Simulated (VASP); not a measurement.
Sc:

```xyz
1
Lattice="0.0000 2.2794 2.2794 2.2794 0.0000 2.2794 2.2794 2.2794 0.0000" Properties=species:S:1:pos:R:3 pbc="T T T"
Sc    0.0000    0.0000    0.0000
```

Base run:

- Program: VASP 6.6.1
- Functional: r2SCAN
- Potentials or basis: VASP PAW PBE potentials, release 64 (Sc_sv)
- Cutoff: 520 eV
- k mesh: 11 × 11 × 11
- Occupations: fermi-dirac, width 0.1 eV
- Spin: no spin polarisation

Its results: pressure 3.7 GPa.

The run is repeated on the same cell with these changes: functional from r2SCAN to PBEsol; k mesh from 11 × 11 × 11 to 9 × 9 × 9. What comes out?

Pressure 0.0 GPa.

Several settings changed at once, so the effect can't be laid on one alone.

Caveats: the PAW data sets were made with another functional, which shifts forces and pressure a little.
